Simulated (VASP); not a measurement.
**Tl3Cu: single point with PBE**

Tl3Cu:

```
Tl Cu
1.0
     4.71583    0.00000    0.00000
     0.00000    4.71583    0.00000
     0.00000    0.00000    4.71583
Tl Cu
3 1
Direct
  0.00000 0.50000 0.50000
  0.50000 0.00000 0.50000
  0.50000 0.50000 0.00000
  0.00000 0.00000 0.00000
```

```json
{"Program": "VASP 6.6.1", "Task": "single point", "Functional": "PBE", "Potentials or basis": "VASP PAW PBE potentials, release 64 (Tl_d, Cu)", "Cutoff": "520 eV", "k mesh": "10 × 10 × 10", "Occupations": "gaussian, width 0.1 eV", "Spin": "no spin polarisation", "Dipole correction": "no", "Further INCAR settings": "ALGO = Fast; EDIFF = 1e-06; NBANDS = 33"}
```

| Item | Value |
| --- | --- |
| Pressure | 0.0 GPa |
| Band gap on the k mesh | zero (bands 25 and 26 overlap by 3.19 eV) |

Levels at points of the mesh, in eV from the Fermi level:
| k point | band 23 | band 24 | band 25 | band 26 | band 27 | band 28 |
| --- | --- | --- | --- | --- | --- | --- |
| (0.00, 0.00, 0.00) | -1.70 | -1.31 | -1.31 | -1.31 | 0.63 | 4.84 |
| (0.50, 0.00, 0.00) | -2.01 | -0.10 | 0.80 | 0.80 | 1.61 | 1.61 |
| (0.50, 0.50, 0.00) | -1.91 | -1.86 | 1.40 | 2.33 | 2.33 | 2.81 |
| (0.50, 0.50, 0.50) | -1.97 | -1.97 | -1.79 | -1.79 | -1.79 | -0.65 |

It took 110 s on 1 thread of Intel(R) Xeon(R) Platinum 8488C (Sapphire Rapids), on a shared host, peak memory 0.31 GiB.

Caveat: spin-orbit coupling is left out, which moves the levels of the heavy elements.
